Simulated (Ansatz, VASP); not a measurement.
**WSe2 in VASP and in Ansatz**

```
Se W
1.0
     3.28549    0.00000    0.00000
    -1.64275    2.84532    0.00000
     0.00000    0.00000   24.23865
Se W
4 2
Direct
  0.33333 0.66667 0.18565
  0.33333 0.66667 0.32466
  0.33333 0.83333 0.47772
  0.33333 0.83333 0.61673
  0.66667 0.33333 0.25516
  0.66667 0.50000 0.54722
```

Alike in both runs: task single point; functional PBE; dispersion D3(BJ); k mesh 9 × 9 × 1; occupations gaussian, width 0.05 eV; no spin polarisation.

|  | VASP | Ansatz |
| --- | --- | --- |
| version | VASP 6.6.1 | Ansatz 0.2.0 |
| potentials or method | VASP PAW PBE potentials, release 64 (Se, W_sv), cutoff 520 eV | scalar-relativistic, plane waves, PAW |
| valence electrons in the cell | 52 | 92 |

Ansatz gave:

```
gap on the k mesh at the Fermi level (eV) : 1.55
least direct gap on the mesh (eV)         : 1.65
rms of the force components (eV/Å)        : 0.013
```

Which values does VASP return?

gap on the k mesh at the Fermi level (eV): 1.55; least direct gap on the mesh (eV): 1.65; rms of the force components (eV/Å): 0.029.

VASP's potentials hold 52 valence electrons a cell and Ansatz's 92, so a difference there can come from the potentials and not from the codes.

Neither program's run includes spin-orbit coupling.
